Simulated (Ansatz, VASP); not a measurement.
## Two plane-wave programs on GaP

```
P Ga
1.0
     2.30456   -2.46069    0.00000
     2.30456    2.46069    0.00000
     0.00000    0.00000   13.09896
P Ga
6 6
Direct
  0.61155 0.38845 0.07313
  0.38845 0.61155 0.92687
  0.38845 0.61155 0.57313
  0.61155 0.38845 0.42687
  0.88386 0.11614 0.25000
  0.11614 0.88386 0.75000
  0.89212 0.10788 0.59030
  0.10788 0.89212 0.40970
  0.10788 0.89212 0.09030
  0.89212 0.10788 0.90970
  0.40677 0.59323 0.25000
  0.59323 0.40677 0.75000
```

Alike in both runs: task single point; functional PBEsol; k mesh 10 × 10 × 4; occupations fermi-dirac, width 0.1 eV; no spin polarisation.

|  | VASP | Ansatz |
| --- | --- | --- |
| version | VASP 6.6.1 | Ansatz 0.2.0 |
| potentials or method | VASP PAW PBE potentials, release 64 (P, Ga_d), cutoff 520 eV | scalar-relativistic, plane waves, PAW |
| valence electrons in the cell | 108 | 108 |

VASP gave:

- gap on the k mesh at the Fermi level (eV): none
- rms of the force components (eV/Å): 0.007

Q: What did Ansatz give for the same quantities?

A: gap on the k mesh at the Fermi level (eV): none; rms of the force components (eV/Å): 0.000.

VASP's potentials were made for PBE, not for PBEsol. Atom by atom the forces differ by 0.007 eV/Å (rms over components). A gap of «none» marks a metal or a gap that the smearing closes.
